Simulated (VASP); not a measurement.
# Cu3N (Pm-3m) in VASP: relaxation of cell and atoms with LDA

Aim: the relaxation of cell and atoms of Cu3N with LDA.

Program: VASP 6.6.1. These are calculated values, not measurements. Logs are shortened: lines on timing, memory, paths and dates and some standing lists are left out, and cuts for length are marked.

### 1 The cell of the first run

It takes space group Pm-3m (No. 221, cubic). Conventional cell: a = 3.829 Å, b = 3.829 Å, c = 3.829 Å, α = 90.00°, β = 90.00°, γ = 90.00°. Cu (site symmetry 4/mmm) has 2 N at 1.91 Å within 2.5 Å. N (site symmetry m-3m) has 6 Cu at 1.91 Å within 2.5 Å.

### 2 Relaxation of cell and atoms, LDA

The input, INCAR:

```
  ALGO = Normal
  EDIFF = 1E-7
  EDIFFG = -0.005
  ENCUT = 820
  GGA_COMPAT = F
  IBRION = 2
  ISIF = 3
  ISMEAR = -1
  LASPH = T
  LCHARG = F
  LREAL = F
  LWAVE = F
  NELM = 120
  NELMIN = 4
  NSW = 80
  PREC = Accurate
  SIGMA = 0.02
```

The input, KPOINTS:

```
k-points
0
Gamma
  6 6 6
```

The input, POSCAR:

```
Cu3N
1.0
    3.8288425857      0.0000000000      0.0000000000
    0.0000000000      3.8288425857      0.0000000000
    0.0000000000      0.0000000000      3.8288425857
Cu N
3 1
Direct
    0.5000000000      0.0000000000      0.0000000000
    0.0000000000      0.5000000000      0.0000000000
    0.0000000000      0.0000000000      0.5000000000
    0.0000000000      0.0000000000      0.0000000000
```

Potentials or basis: VASP PAW LDA potentials, release 64 (Cu_sv_GW, N).

The run is started by

```sh
$ cat potpaw_LDA.64/Cu_sv_GW/POTCAR potpaw_LDA.64/N/POTCAR > POTCAR
$ mpirun -np 1 vasp_std > vasp.out
```

OUTCAR:

```text
EDIFF = 1E-7
   EDIFFG = -0.005
   ENCUT = 820
   IBRION = 2
   ISIF = 3
   ISMEAR = -1
   LASPH = T
   LREAL = F
   NELM = 120
   NELMIN = 4
   NSW = 80
   PREC = Accurate

 ion  position               nearest neighbor table
   1  0.500  0.000  0.000-   4 1.91   4 1.91
   2  0.000  0.500  0.000-   4 1.91   4 1.91
   3  0.000  0.000  0.500-   4 1.91   4 1.91
   4  0.000  0.000  0.000-   1 1.91   2 1.91   3 1.91   3 1.91   2 1.91   1 1.91

  LATTYP: Found a simple cubic cell.
 ALAT       =     3.8288425857

  Lattice vectors:

 A1 = (   3.8288425857,   0.0000000000,   0.0000000000)
 A2 = (   0.0000000000,   3.8288425857,   0.0000000000)
 A3 = (   0.0000000000,   0.0000000000,   3.8288425857)

Analysis of symmetry for initial positions (statically):
=====================================================================
 Subroutine PRICEL returns:
 Original cell was already a primitive cell.

 Routine SETGRP: Setting up the symmetry group for a
 simple cubic supercell.

 Subroutine GETGRP returns: Found 48 space group operations
 (whereof 48 operations were pure point group operations)
 out of a pool of 48 trial point group operations.

The static configuration has the point symmetry O_h .

Analysis of symmetry for dynamics (positions and initial velocities):
=====================================================================
 Subroutine PRICEL returns:
 Original cell was already a primitive cell.

 Routine SETGRP: Setting up the symmetry group for a
 simple cubic supercell.

 Subroutine GETGRP returns: Found 48 space group operations
 (whereof 48 operations were pure point group operations)
 out of a pool of 48 trial point group operations.

The dynamic configuration has the point symmetry O_h .

 Subroutine INISYM returns: Found 48 space group operations
 (whereof 48 operations are pure point group operations),
 and found     1 'primitive' translations

----------------------------------------------------------------------------------------

                                     Primitive cell

  volume of cell :      56.1310

  direct lattice vectors                    reciprocal lattice vectors
     3.828842586  0.000000000  0.000000000     0.261175532  0.000000000  0.000000000
     0.000000000  3.828842586  0.000000000     0.000000000  0.261175532  0.000000000
     0.000000000  0.000000000  3.828842586     0.000000000  0.000000000  0.261175532

  length of vectors
     3.828842586  3.828842586  3.828842586     0.261175532  0.261175532  0.261175532

  position of ions in fractional coordinates (direct lattice)
     0.500000000  0.000000000  0.000000000
     0.000000000  0.500000000  0.000000000
     0.000000000  0.000000000  0.500000000
     0.000000000  0.000000000  0.000000000

  ion indices of the primitive-cell ions
   primitive index   ion index
                 1           1
                 2           2
                 3           3
                 4           4

----------------------------------------------------------------------------------------

 KPOINTS: k-points

Automatic generation of k-mesh.
 Grid dimensions read from file:
 generate k-points for:    6    6    6

 Generating k-lattice:

  Cartesian coordinates                     Fractional coordinates (reciprocal lattice)
     0.043529255  0.000000000  0.000000000     0.166666667  0.000000000  0.000000000
     0.000000000  0.043529255  0.000000000     0.000000000  0.166666667  0.000000000
     0.000000000  0.000000000  0.043529255     0.000000000  0.000000000  0.166666667

  Length of vectors
     0.043529255  0.043529255  0.043529255

  Shift w.r.t. Gamma in fractional coordinates (k-lattice)
     0.000000000  0.000000000  0.000000000

 Subroutine IBZKPT returns following result:
 ===========================================

 Found     20 irreducible k-points:

 Following reciprocal coordinates:
            Coordinates               Weight
  0.000000  0.000000  0.000000      1.000000
  0.166667  0.000000  0.000000      6.000000
  0.333333  0.000000  0.000000      6.000000
  0.500000  0.000000  0.000000      3.000000
  0.166667  0.166667  0.000000     12.000000
  0.333333  0.166667  0.000000     24.000000
[... 12 lines left out ...]
  0.500000  0.500000  0.333333      6.000000
  0.500000  0.500000  0.500000      1.000000
   k-points           NKPTS =     20   k-points in BZ     NKDIM =     20   number of bands    NBANDS=     37
   number of dos      NEDOS =    301   number of ions     NIONS =      4
   total plane-waves  NPLWV =  46656
   dimension x,y,z NGX =    36 NGY =   36 NGZ =   36
   dimension x,y,z NGXF=    72 NGYF=   72 NGZF=   72
   ions per type =               3   1
   NGX,Y,Z   is equivalent  to a cutoff of  15.63, 15.63, 15.63 a.u.
   NGXF,Y,Z  is equivalent  to a cutoff of  31.26, 31.26, 31.26 a.u.
 SYSTEM =  unknown system
   PREC   = accura    normal or accurate (medium, high low for compatibility)
   ISTART =      0    job   : 0-new  1-cont  2-samecut
   ICHARG =      2    charge: 1-file 2-atom 10-const
   ISPIN  =      1    spin polarized calculation?
   LNONCOLLINEAR =      F non collinear calculations
   LSORBIT =      F    spin-orbit coupling
   LASPH  =      T    aspherical Exc in radial PAW
   ENCUT  =  820.0 eV  60.27 Ry    7.76 a.u.   8.94  8.94  8.94*2*pi/ulx,y,z
   NELM   =    120;   NELMIN=  4; NELMDL= -5     # of ELM steps
   EDIFF  = 0.1E-06   stopping-criterion for ELM
   LREAL  =      F    real-space projection
   EDIFFG = -.5E-02   stopping-criterion for IOM
   NSW    =     80    number of steps for IOM
   IBRION =      2    ionic relax: 0-MD 1-quasi-New 2-CG
   NFREE  =      1    steps in history (QN), initial steepest desc. (CG)
   ISIF   =      3    stress and relaxation
   ISYM   =      2    0-nonsym 1-usesym 2-fastsym
   POTIM  = 0.5000    time-step for ionic-motion
   TEBEG  =    0.0;   TEEND  =   0.0 temperature during run
   PSTRESS=    0.0 pullay stress
   NELECT =      62.0000    total number of electrons
   NUPDOWN=      -1.0000    fix difference up-down
   EMIN   =  10.00;   EMAX   =-10.00  energy-range for DOS
   EFERMI =   0.00;   METHOD = LEGACY
   ISMEAR =    -1;   SIGMA  =   0.02  broadening in eV -4-tet -1-fermi 0-gaus
   EFERMI_NEDOS =   21; number of points for ismear=-14 and -15
   IALGO  =     38    algorithm
   IMIX   =      4    mixing-type and parameters
     AMIX     =   0.40;   BMIX     =  1.00
     AMIX_MAG =   1.60;   BMIX_MAG =  1.00
  volume/ion in A,a.u.               =      14.03        94.70
  Fermi-wavevector in a.u.,A,eV,Ry     =   1.692276  3.197938 38.964342  2.863798
  Thomas-Fermi vector in A             =   2.773892
   LORBIT       =      0    0 simple, 1 ext, 2 COOP (PROOUT), +10 PAW based schemes
   GGA     = CA    functional components
   LHFCALC =     F    Hartree Fock is set to
   AEXX    =    0.0000 exact exchange contribution
   IVDW    =     0    specifies the selected vdW correction
   LEPSILON=     F    determine dielectric tensor
   LRPA    =     F    only Hartree local field effects (RPA)
 conjugate gradient relaxation of ions
 non-spin polarized calculation
  energy-cutoff  :      820.00
  volume of cell :       56.13
 maximum number of plane-waves:      3028
 NGX is ok and might be reduce to    36
   NGX = 17   NGY = 17   NGZ = 17

--------------------------------------- Ionic step        1  -------------------------------------------

 number of electron      61.9999962 magnetization

 Free energy of the ion-electron system (eV)
  ---------------------------------------------------
  ext. energy  EPLUGINS =         0.00000000
  ---------------------------------------------------
  free energy    TOTEN  =       -22.45478735 eV

  energy without entropy =      -22.45476233  energy(sigma->0) =      -22.45477484

 E-fermi :   4.5263     XC(G=0): -11.5682

 val. band max:        4.4122253786   @ k =   0.5000   0.5000   0.5000
 cond. band min:       4.6403798405   @ k =   0.5000   0.5000   0.0000
 fundamental gap:      0.2281544619
 Fermi energy:         4.5262802940

 k-point     1 :       0.0000    0.0000    0.0000
  band No.  band energies     occupation
      1    -107.0307      2.00000
      2    -107.0243      2.00000
      3    -107.0243      2.00000
      4     -65.1861      2.00000
      5     -65.1861      2.00000
      6     -65.1861      2.00000
[... 29 lines left out ...]
     36      10.9384      0.00000
     37      10.9384      0.00000
[... 885 lines left out ...]
 VOLUME and BASIS-vectors are now :
 -----------------------------------------------------------------------------
  energy-cutoff  :      820.00
  volume of cell :       51.54
      direct lattice vectors                 reciprocal lattice vectors
     3.721419180  0.000000000  0.000000000     0.268714690  0.000000000  0.000000000
    -0.000000000  3.721419180  0.000000000    -0.000000000  0.268714690  0.000000000
    -0.000000000 -0.000000000  3.721419180    -0.000000000 -0.000000000  0.268714690

 POSITION                                       TOTAL-FORCE (eV/Angst)
 -----------------------------------------------------------------------------------
      1.86071      0.00000      0.00000         0.000000      0.000000      0.000000
     -0.00000      1.86071      0.00000         0.000000      0.000000      0.000000
     -0.00000     -0.00000      1.86071        -0.000000     -0.000000      0.000000
      0.00000      0.00000      0.00000         0.000000      0.000000      0.000000
 -----------------------------------------------------------------------------------
    total drift:                                0.000000      0.000000     -0.000000

  FREE ENERGIE OF THE ION-ELECTRON SYSTEM (eV)
  ---------------------------------------------------
  free  energy   TOTEN  =       -22.6175173008 eV

  energy  without entropy=      -22.6168196797  energy(sigma->0) =      -22.61716849

--------------------------------------- Ionic step        5  -------------------------------------------

 number of electron      62.0000042 magnetization

 Free energy of the ion-electron system (eV)
  ---------------------------------------------------
  ext. energy  EPLUGINS =         0.00000000
  ---------------------------------------------------
  free energy    TOTEN  =       -22.61755993 eV

  energy without entropy =      -22.61683577  energy(sigma->0) =      -22.61719785

 E-fermi :   5.3280     XC(G=0): -12.0428

 val. band max:        5.3073400190   @ k =   0.5000   0.5000   0.0000
 cond. band min:       5.3509335479   @ k =   0.5000   0.5000   0.5000
 fundamental gap:      0.0435935289
 Fermi energy:         5.3280283695

 k-point     1 :       0.0000    0.0000    0.0000
  band No.  band energies     occupation
      1    -106.4379      2.00000
      2    -106.4279      2.00000
      3    -106.4279      2.00000
      4     -64.6238      2.00000
      5     -64.6238      2.00000
      6     -64.6238      2.00000
[... 29 lines left out ...]
     36      11.9952      0.00000
     37      11.9952      0.00000
[... 771 lines left out ...]
 VOLUME and BASIS-vectors are now :
 -----------------------------------------------------------------------------
  energy-cutoff  :      820.00
  volume of cell :       51.64
      direct lattice vectors                 reciprocal lattice vectors
     3.723992335  0.000000000  0.000000000     0.268529017  0.000000000  0.000000000
    -0.000000000  3.723992335  0.000000000    -0.000000000  0.268529017  0.000000000
    -0.000000000 -0.000000000  3.723992335    -0.000000000 -0.000000000  0.268529017

 POSITION                                       TOTAL-FORCE (eV/Angst)
 -----------------------------------------------------------------------------------
      1.86200     -0.00000      3.72399         0.000000      0.000000      0.000000
     -0.00000      1.86200      3.72399        -0.000000      0.000000      0.000000
      3.72399      3.72399      1.86200        -0.000000     -0.000000      0.000000
     -0.00000     -0.00000      3.72399        -0.000000      0.000000      0.000000
 -----------------------------------------------------------------------------------
    total drift:                                0.000000     -0.000000      0.000000

  FREE ENERGIE OF THE ION-ELECTRON SYSTEM (eV)
  ---------------------------------------------------
  free  energy   TOTEN  =       -22.6175599278 eV

  energy  without entropy=      -22.6168357727  energy(sigma->0) =      -22.61719785

 reached required accuracy - stopping structural energy minimisation
```

Run time: 5.3 min. Hardware: 1 thread of AMD EPYC 7R13 (Zen 3), shared host; peak memory 0.19 GiB.

What came out:

```
Free energy                           : -22.6176 eV
Relaxed volume                        : 12.91 Å³/atom
Relaxed cell                          : a = 3.724 Å, b = 3.724 Å, c = 3.724 Å, α = 90.00°, β = 90.00°, γ = 90.00°
Space group after relaxing (to 0.1 Å) : Pm-3m (No. 221)
Energy gained by relaxing             : 40.7 meV/atom
Ionic steps                           : 5
Pressure after relaxing               : -0.1 GPa
Band gap on the k mesh                : zero (bands 31 and 32 overlap by 0.04 eV)
```

The path:
```tsv
step	energy change (eV)	largest force (eV/Å)	pressure (GPa)	volume (Å³)
1	0.0000	0.0000	-10.77	56.13
2	-0.0822	0.0000	9.59	48.81
3	-0.1628	0.0000	-0.35	51.65
4	-0.1627	0.0000	0.19	51.54
5	-0.1628	0.0000	-0.06	51.64
```

Final structure:
```
Cu N
1.0
     3.72399    0.00000    0.00000
     0.00000    3.72399    0.00000
     0.00000    0.00000    3.72399
Cu N
3 1
Direct
  0.50000 0.00000 0.00000
  0.00000 0.50000 0.00000
  0.00000 0.00000 0.50000
  0.00000 0.00000 0.00000
```

Caveat: semilocal functionals underestimate gaps, and a narrow one can read as zero. LDA usually gives volumes a few per cent too small.

The gap in the log of VASP goes by the Fermi energy; the results here count the filled bands.